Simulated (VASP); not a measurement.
# Pb (Pm-3m) in VASP: further runs

Pb is run at these levels: revPBE; tasks: single point.

All numbers are computed with VASP 6.6.1; they aren't measurements. Logs are shortened: lines on timing, memory, paths and dates and some standing lists are left out, and cuts for length are marked.

## 1. The cell of the first run

The structure is cubic, space group Pm-3m (No. 221). Conventional cell: a = 3.285 Å, b = 3.285 Å, c = 3.285 Å, α = 90.00°, β = 90.00°, γ = 90.00°. Pb (site symmetry m-3m) has 6 Pb at 3.28 Å within 4.3 Å.

## 2. Single point, revPBE

The input, INCAR:

```
  PREC = Accurate
  ENCUT = 520
  EDIFF = 1E-6
  ISMEAR = -1
  SIGMA = 0.1
  LREAL = F
  LASPH = T
  NELM = 100
  ALGO = Normal
  ISIF = 2
  LWAVE = F
  LCHARG = F
  GGA = RE
  NBANDS = 13
```

The input, KPOINTS:

```
Automatic mesh
0
Gamma
  11 11 11
```

The input, POSCAR:

```
Pb
1.0
    3.2847854856      0.0000000000      0.0000000000
    0.0000000000      3.2847854856      0.0000000000
    0.0000000000      0.0000000000      3.2847854856
Pb
1
Direct
    0.0000000000      0.0000000000      0.0000000000
```

Potentials or basis: VASP PAW PBE potentials, release 64 (Pb_d).

Run with:

```sh
$ cat potpaw_PBE.64/Pb_d/POTCAR > POTCAR
$ mpirun -np 1 vasp_std > vasp.out
```

OUTCAR:

```text
PREC = Accurate
   ENCUT = 520
   EDIFF = 1E-6
   ISMEAR = -1
   LREAL = F
   LASPH = T
   NELM = 100
   ISIF = 2
   GGA = RE

 ion  position               nearest neighbor table
   1  0.000  0.000  0.000-

  LATTYP: Found a simple cubic cell.
 ALAT       =     3.2847854856

  Lattice vectors:

 A1 = (   3.2847854856,   0.0000000000,   0.0000000000)
 A2 = (   0.0000000000,   3.2847854856,   0.0000000000)
 A3 = (   0.0000000000,   0.0000000000,   3.2847854856)

Analysis of symmetry for initial positions (statically):
=====================================================================
 Subroutine PRICEL returns:
 Original cell was already a primitive cell.

 Routine SETGRP: Setting up the symmetry group for a
 simple cubic supercell.

 Subroutine GETGRP returns: Found 48 space group operations
 (whereof 48 operations were pure point group operations)
 out of a pool of 48 trial point group operations.

The static configuration has the point symmetry O_h .

Analysis of symmetry for dynamics (positions and initial velocities):
=====================================================================
 Subroutine PRICEL returns:
 Original cell was already a primitive cell.

 Routine SETGRP: Setting up the symmetry group for a
 simple cubic supercell.

 Subroutine GETGRP returns: Found 48 space group operations
 (whereof 48 operations were pure point group operations)
 out of a pool of 48 trial point group operations.

The dynamic configuration has the point symmetry O_h .

 Subroutine INISYM returns: Found 48 space group operations
 (whereof 48 operations are pure point group operations),
 and found     1 'primitive' translations

----------------------------------------------------------------------------------------

                                     Primitive cell

  volume of cell :      35.4422

  direct lattice vectors                    reciprocal lattice vectors
     3.284785486  0.000000000  0.000000000     0.304433883  0.000000000  0.000000000
     0.000000000  3.284785486  0.000000000     0.000000000  0.304433883  0.000000000
     0.000000000  0.000000000  3.284785486     0.000000000  0.000000000  0.304433883

  length of vectors
     3.284785486  3.284785486  3.284785486     0.304433883  0.304433883  0.304433883

  position of ions in fractional coordinates (direct lattice)
     0.000000000  0.000000000  0.000000000

  ion indices of the primitive-cell ions
   primitive index   ion index
                 1           1

----------------------------------------------------------------------------------------

 KPOINTS: Automatic mesh

Automatic generation of k-mesh.
 Grid dimensions read from file:
 generate k-points for:   11   11   11

 Generating k-lattice:

  Cartesian coordinates                     Fractional coordinates (reciprocal lattice)
     0.027675808  0.000000000  0.000000000     0.090909091  0.000000000  0.000000000
     0.000000000  0.027675808  0.000000000     0.000000000  0.090909091  0.000000000
     0.000000000  0.000000000  0.027675808     0.000000000  0.000000000  0.090909091

  Length of vectors
     0.027675808  0.027675808  0.027675808

  Shift w.r.t. Gamma in fractional coordinates (k-lattice)
     0.000000000  0.000000000  0.000000000

 Subroutine IBZKPT returns following result:
 ===========================================

 Found     56 irreducible k-points:

 Following reciprocal coordinates:
            Coordinates               Weight
  0.000000  0.000000  0.000000      1.000000
  0.090909  0.000000  0.000000      6.000000
  0.181818  0.000000  0.000000      6.000000
  0.272727  0.000000  0.000000      6.000000
  0.363636  0.000000  0.000000      6.000000
  0.454545  0.000000  0.000000      6.000000
[... 16 lines left out ...]
  0.181818  0.090909  0.090909     24.000000
  0.272727  0.090909  0.090909     24.000000
 [... further k-points ...]
   k-points           NKPTS =     56   k-points in BZ     NKDIM =     56   number of bands    NBANDS=     13
   number of dos      NEDOS =    301   number of ions     NIONS =      1
   total plane-waves  NPLWV =  13824
   dimension x,y,z NGX =    24 NGY =   24 NGZ =   24
   dimension x,y,z NGXF=    48 NGYF=   48 NGZF=   48
   ions per type =               1
   NGX,Y,Z   is equivalent  to a cutoff of  12.15, 12.15, 12.15 a.u.
   NGXF,Y,Z  is equivalent  to a cutoff of  24.29, 24.29, 24.29 a.u.
 SYSTEM =  unknown system
   PREC   = accura    normal or accurate (medium, high low for compatibility)
   ISTART =      0    job   : 0-new  1-cont  2-samecut
   ICHARG =      2    charge: 1-file 2-atom 10-const
   ISPIN  =      1    spin polarized calculation?
   LNONCOLLINEAR =      F non collinear calculations
   LSORBIT =      F    spin-orbit coupling
   LASPH  =      T    aspherical Exc in radial PAW
   ENCUT  =  520.0 eV  38.22 Ry    6.18 a.u.   6.11  6.11  6.11*2*pi/ulx,y,z
   NELM   =    100;   NELMIN=  2; NELMDL= -5     # of ELM steps
   EDIFF  = 0.1E-05   stopping-criterion for ELM
   LREAL  =      F    real-space projection
   EDIFFG = 0.1E-04   stopping-criterion for IOM
   NSW    =      0    number of steps for IOM
   IBRION =     -1    ionic relax: 0-MD 1-quasi-New 2-CG
   NFREE  =      0    steps in history (QN), initial steepest desc. (CG)
   ISIF   =      2    stress and relaxation
   ISYM   =      2    0-nonsym 1-usesym 2-fastsym
   POTIM  = 0.5000    time-step for ionic-motion
   TEBEG  =    0.0;   TEEND  =   0.0 temperature during run
   PSTRESS=    0.0 pullay stress
   NELECT =      14.0000    total number of electrons
   NUPDOWN=      -1.0000    fix difference up-down
   EMIN   =  10.00;   EMAX   =-10.00  energy-range for DOS
   EFERMI =   0.00;   METHOD = LEGACY
   ISMEAR =    -1;   SIGMA  =   0.10  broadening in eV -4-tet -1-fermi 0-gaus
   EFERMI_NEDOS =   21; number of points for ismear=-14 and -15
   IALGO  =     38    algorithm
   IMIX   =      4    mixing-type and parameters
     AMIX     =   0.40;   BMIX     =  1.00
     AMIX_MAG =   1.60;   BMIX_MAG =  1.00
  volume/ion in A,a.u.               =      35.44       239.18
  Fermi-wavevector in a.u.,A,eV,Ry     =   1.201187  2.269914 19.631157  1.442849
  Thomas-Fermi vector in A             =   2.337002
   LORBIT       =      0    0 simple, 1 ext, 2 COOP (PROOUT), +10 PAW based schemes
   GGA     = RE    functional components
   LHFCALC =     F    Hartree Fock is set to
   AEXX    =    0.0000 exact exchange contribution
   IVDW    =     0    specifies the selected vdW correction
   LEPSILON=     F    determine dielectric tensor
   LRPA    =     F    only Hartree local field effects (RPA)
 non-spin polarized calculation
  energy-cutoff  :      520.00
  volume of cell :       35.44
 maximum number of plane-waves:       970
   NGX = 13   NGY = 13   NGZ = 13

 number of electron      13.9999990 magnetization

 Free energy of the ion-electron system (eV)
  ---------------------------------------------------
  ext. energy  EPLUGINS =         0.00000000
  ---------------------------------------------------
  free energy    TOTEN  =        -3.06142822 eV

  energy without entropy =       -3.03624904  energy(sigma->0) =       -3.04883863

 E-fermi :   5.4746     XC(G=0):  -9.2719

 val. band max:        5.4497582088   @ k =   0.4545   0.4545   0.3636
 cond. band min:       5.4922678478   @ k =   0.4545   0.3636   0.1818
 fundamental gap:      0.0425096390
 Fermi energy:         5.4745577830

 k-point     1 :       0.0000    0.0000    0.0000
  band No.  band energies     occupation
      1     -11.6703      2.00000
      2     -11.6703      2.00000
      3     -11.1750      2.00000
      4     -11.1750      2.00000
      5     -11.1750      2.00000
      6      -5.3976      2.00000
      7      10.2710      0.00000
      8      10.2710      0.00000
      9      10.2710      0.00000
     10      12.9943      0.00000
     11      14.5401      0.00000
     12      14.5401      0.00000
     13      23.2082      0.00000

 k-point     2 :       0.0909    0.0000    0.0000
  band No.  band energies     occupation
      1     -11.6682      2.00000
      2     -11.6400      2.00000
      3     -11.1856      2.00000
      4     -11.1856      2.00000
      5     -11.1741      2.00000
      6      -5.2884      2.00000
      7       8.9016      0.00000
      8      10.3970      0.00000
      9      10.3970      0.00000
     10      13.4612      0.00000
     11      14.6098      0.00000
     12      15.7018      0.00000
     13      22.4540      0.00000

 k-point     3 :       0.1818    0.0000    0.0000
  band No.  band energies     occupation
      1     -11.6628      2.00000
      2     -11.5592      2.00000
      3     -11.2140      2.00000
      4     -11.2140      2.00000
      5     -11.1718      2.00000
      6      -4.9641      2.00000
      7       6.7564      0.00001
      8      10.7580      0.00000
      9      10.7580      0.00000
     10      13.8419      0.00000
     11      14.8203      0.00000
     12      18.2465      0.00000
     13      21.0639      0.00000
[... 305 lines left out ...]
 k-point    23 :       0.1818    0.0909    0.0909
  band No.  band energies     occupation
      1     -11.6162      2.00000
      2     -11.5390      2.00000
      3     -11.2257      2.00000
      4     -11.2242      2.00000
      5     -11.1931      2.00000
      6      -4.7480      2.00000
      7       6.9876      0.00000
      8       9.4031      0.00000
      9       9.6197      0.00000
     10      15.5979      0.00000
     11      16.1918      0.00000
     12      18.2829      0.00000
     13      19.7228      0.00000

 k-point    24 :       0.2727    0.0909    0.0909
  band No.  band energies     occupation
      1     -11.6093      2.00000
      2     -11.4320      2.00000
      3     -11.2639      2.00000
      4     -11.2619      2.00000
      5     -11.1898      2.00000
      6      -4.2308      2.00000
      7       4.9564      1.98882
      8       9.9360      0.00000
      9      10.1511      0.00000
     10      15.8370      0.00000
     11      16.3264      0.00000
     12      18.3213      0.00000
     13      18.4704      0.00000

 [... further k-points ...]

------------------------ aborting loop because EDIFF is reached ----------------------------------------

  FORCE on cell =-STRESS in cart. coord.  units (eV):
  Direction    XX          YY          ZZ          XY          YZ          ZX
  --------------------------------------------------------------------------------------
  -------------------------------------------------------------------------------------
  Total        0.0089948      0.0089948      0.0089948      0.0000000      0.0000000      0.0000000
  in kB        0.4066119      0.4066119      0.4066119      0.0000000      0.0000000      0.0000000
  external PRESSURE =       0.4066119 kB  Pullay stress =       0.0000000 kB

 VOLUME and BASIS-vectors are now :
 -----------------------------------------------------------------------------
  energy-cutoff  :      520.00
  volume of cell :       35.44
      direct lattice vectors                 reciprocal lattice vectors
     3.284785486  0.000000000  0.000000000     0.304433883  0.000000000  0.000000000
     0.000000000  3.284785486  0.000000000     0.000000000  0.304433883  0.000000000
     0.000000000  0.000000000  3.284785486     0.000000000  0.000000000  0.304433883

 POSITION                                       TOTAL-FORCE (eV/Angst)
 -----------------------------------------------------------------------------------
      0.00000      0.00000      0.00000         0.000000      0.000000      0.000000
 -----------------------------------------------------------------------------------
    total drift:                                0.000000     -0.000000     -0.000000

  FREE ENERGIE OF THE ION-ELECTRON SYSTEM (eV)
  ---------------------------------------------------
  free  energy   TOTEN  =        -3.0614282244 eV

  energy  without entropy=       -3.0362490372  energy(sigma->0) =       -3.04883863
```

It took 9.2 s on 1 thread of AMD EPYC 7R13 (Zen 3), shared host; peak memory 0.12 GiB.

Results:

| Item | Value |
| --- | --- |
| Free energy | -3.0614 eV |
| Pressure | 0.0 GPa |
| Band gap on the k mesh | zero (band 7 reaches 10.27 eV, above the bottom of band 8 at 3.95 eV) |

Caveat: the PAW data sets were made with another functional, which shifts forces and pressure a little; spin-orbit coupling is left out, which moves the levels of the heavy elements.

[end of part 1 of 2]
